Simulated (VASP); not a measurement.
Wanted: the native input for a VASP 6.6.1 run.

```
Task                   : single point
Functional             : PBE
Potentials or basis    : VASP PAW PBE potentials, release 64 (Ta_pv)
Cutoff                 : 520 eV
k mesh                 : 18 × 18 × 18
Occupations            : gaussian, width 0.05 eV
Spin                   : no spin polarisation
Dipole correction      : no
Further INCAR settings : ALGO = Normal; EDIFF = 1e-06; NBANDS = 12
```

The structure of Ta lies in POSCAR:

```
Ta
1.0
   -1.6594702511      1.6594702511      1.6594702511
    1.6594702511     -1.6594702511      1.6594702511
    1.6594702511      1.6594702511     -1.6594702511
Ta
1
Direct
    0.0000000000      0.0000000000      0.0000000000
```

The input as run:

INCAR

```
SYSTEM = Ta
PREC = Accurate
ENCUT = 520
EDIFF = 1E-6
ISMEAR = 0
SIGMA = 0.05
LREAL = .FALSE.
LASPH = .TRUE.
NELM = 60
ALGO = Normal
ISIF = 2
LWAVE = .FALSE.
LCHARG = .TRUE.
GGA = PE
LELF = .TRUE.
LVHAR = .TRUE.
NBANDS = 12
```

KPOINTS

```
Automatic mesh
0
G
  18 18 18
  0 0 0
```

Potentials or basis: VASP PAW PBE potentials, release 64 (Ta_pv).

The run is started by

```console
$ cat potpaw_PBE.64/Ta_pv/POTCAR > POTCAR
$ mpirun -np 1 vasp_std > vasp.out
```

It gave:

```
Pressure : 0.1 GPa
```

Wall time 29 s on 1 thread of AMD EPYC 7R13 Processor (Zen 3), on a shared host, peak memory 0.14 GiB.
